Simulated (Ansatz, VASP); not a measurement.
## Two plane-wave programs on W2AuN3

```
CELL_PARAMETERS angstrom
3.06513 1.76965 3.20942
-3.06513 1.76965 3.20942
0.00000 -3.53931 3.20942
ATOMIC_POSITIONS crystal
W 0.77625 0.77625 0.77625
W 0.22375 0.22375 0.22375
Au 0.50000 0.50000 0.50000
N 0.00000 0.00000 0.50000
N 0.50000 0.00000 0.00000
N 0.00000 0.50000 0.00000
```

Alike in both runs: functional PBE; k mesh 3 × 3 × 3; occupations gaussian, width 0.15 eV; no spin polarisation.

Ansatz relaxed the structure, and its values are those at the end. VASP's run is a single point on that final structure, the one shown.

|  | VASP | Ansatz |
| --- | --- | --- |
| version | VASP 6.6.1 | Ansatz 0.2.0 |
| potentials or method | VASP PAW PBE potentials, release 64 (W_sv, Au, N), cutoff 600 eV | scalar-relativistic, plane waves, PAW |
| valence electrons in the cell | 54 | 62 |

|  | VASP | Ansatz | Ansatz less VASP |
| --- | --- | --- | --- |
| gap on the k mesh at the Fermi level (eV) | none | none | - |
| pressure (GPa) | 1.0 | 0.3 | -0.73 |
| rms of the force components (eV/Å) | 0.064 | 0.023 | -0.0405 |

A gap of «none» marks a metal or a gap that the smearing closes. The functional is the same, so the differences come from potentials, cutoffs and numerics. VASP's potentials hold 54 valence electrons a cell and Ansatz's 62, so a difference there can come from the potentials and not from the codes.

The k mesh is coarse, so the values compare programs but aren't converged. Spin-orbit coupling is off throughout.
